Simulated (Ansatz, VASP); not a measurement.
**Two plane-wave programs on CsGeBr3**

```
CELL_PARAMETERS angstrom
3.80427 2.19640 3.10648
-3.80427 2.19640 3.10648
0.00000 -4.39280 3.10648
ATOMIC_POSITIONS crystal
Cs 0.00130 0.00130 0.00130
Ge 0.50130 0.50130 0.50130
Br 0.00130 0.50130 0.50130
Br 0.50130 0.50130 0.00130
Br 0.50130 0.00130 0.50130
```

Alike in both runs: functional LDA; k mesh 9 × 9 × 9; occupations gaussian, width 0.01 eV; no spin polarisation.

Ansatz relaxed the structure, and its values are those at the end. VASP's run is a single point on that final structure, the one shown.

|  | VASP | Ansatz |
| --- | --- | --- |
| version | VASP 6.6.1 | Ansatz 0.2.0 |
| potentials or method | VASP PAW LDA potentials, release 64 (Cs_sv, Ge_d, Br), cutoff 520 eV | scalar-relativistic, plane waves, PAW |
| valence electrons in the cell | 44 | 44 |

|  | VASP | Ansatz | Ansatz less VASP |
| --- | --- | --- | --- |
| gap on the k mesh at the Fermi level (eV) | 0.98 | 0.99 | +0.011 |
| least direct gap on the mesh (eV) | 0.98 | 0.99 | +0.011 |
| pressure (GPa) | 0.1 | 0.0 | -0.06 |

Ansatz warns that its potentials were made for another functional, while VASP's fit it. LDA's correlation is that of Perdew and Zunger in VASP and of Perdew and Wang (1992) in Ansatz.

Neither program's run includes spin-orbit coupling.
